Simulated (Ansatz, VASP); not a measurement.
# BN in VASP and in Ansatz

```
CELL_PARAMETERS angstrom
0.00000 1.53835 1.84543
1.84543 0.00000 1.84543
1.84543 1.53835 0.00000
ATOMIC_POSITIONS crystal
B 0.00000 0.00000 0.00000
N 0.75000 0.75000 0.75000
```

Alike in both runs: task single point; functional PBE; k mesh 12 × 12 × 12; occupations gaussian, width 0.05 eV; no spin polarisation.

|  | VASP | Ansatz |
| --- | --- | --- |
| version | VASP 6.6.1 | Ansatz 0.2.0 |
| potentials or method | VASP PAW PBE potentials, release 64 (B, N), cutoff 520 eV | scalar-relativistic, plane waves, PAW |
| valence electrons in the cell | 8 | 8 |

```csv
,VASP,Ansatz,Ansatz less VASP
gap on the k mesh at the Fermi level (eV),1.65,1.67,+0.019
least direct gap on the mesh (eV),7.88,7.90,+0.017
```

The functional is the same, so the differences come from potentials, cutoffs and numerics.
